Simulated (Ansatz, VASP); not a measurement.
Al3H in VASP and in Ansatz

Contents of INCAR:

```
SYSTEM = Al3H
ALGO = Normal ; EDIFF = 1E-6
EDIFFG = -0.04 ; ENCUT = 600
GGA = PE ; IBRION = 2
ISIF = 3 ; ISMEAR = 0
LASPH = .True. ; LCHARG = .False.
LREAL = .False. ; LWAVE = .False.
NELM = 60 ; NSW = 90
PREC = Accurate ; SIGMA = 0.1
```

File KPOINTS:

```
k-points
0
Gamma
  6 6 6
  0 0 0
```

POSCAR

```
Al3H
1.0
    4.5716827480      0.0000000000      0.0000000000
   -2.2858413740      3.9591933978      0.0000000000
    0.0000000000      0.0000000000      3.3817678447
Al H
3 1
Direct
    0.3333333333      0.6666666667      0.0000000000
    0.6666666667      0.3333333333      0.0000000000
    0.0000000000      0.0000000000      0.5000000000
    0.0000000000      0.0000000000      0.0000000000
```

Input for Ansatz:

```yaml
crystal:
  lattice:
    - [4.571682748, 0.0, 0.0]
    - [-2.285841374, 3.9591933978, 0.0]
    - [0.0, 0.0, 3.3817678447]
  atoms:
    - { symbol: Al, position: [0.3333333333, 0.6666666667, 0.0] }
    - { symbol: Al, position: [0.6666666667, 0.3333333333, 0.0] }
    - { symbol: Al, position: [0.0, 0.0, 0.5] }
    - { symbol: H, position: [0.0, 0.0, 0.0] }
basis:
  ecutwfc: 420
kpoints:
  mp_grid: { grid: [6, 6, 6] }
hamiltonian:
  xc: pbe
scf:
  occupations: { method: gaussian, width: 0.1 }
  lower_state_search: "off"
output:
  forces: true
  stress: true
  eigenvalues: true
relax:
  adjacent_minimum: "off"
  f_tol: 0.04
  max_steps: 70
  cell: { stress_tol: 0.4 }
```

Alike in both runs: task relaxation of cell and atoms; functional PBE; k mesh 6 × 6 × 6; occupations gaussian, width 0.1 eV; no spin polarisation.

|  | VASP | Ansatz |
| --- | --- | --- |
| version | VASP 6.6.1 | Ansatz 0.2.0 |
| potentials or method | VASP PAW PBE potentials, release 64 (Al, H), cutoff 600 eV | scalar-relativistic, plane waves, PAW |
| valence electrons in the cell | 10 | 10 |

|  | VASP | Ansatz | Ansatz less VASP |
| --- | --- | --- | --- |
| gap on the k mesh at the Fermi level, each at its own relaxed structure (eV) | none | none | - |
| relaxed volume (Å³/atom) | 15.38 | 15.36 | -0.025 |
| relaxed length of the cell vector where the two differ most in proportion (Å) | 3.491 | 3.489 | -0.0019 |

A gap of «none» marks a metal or a gap that the smearing closes.
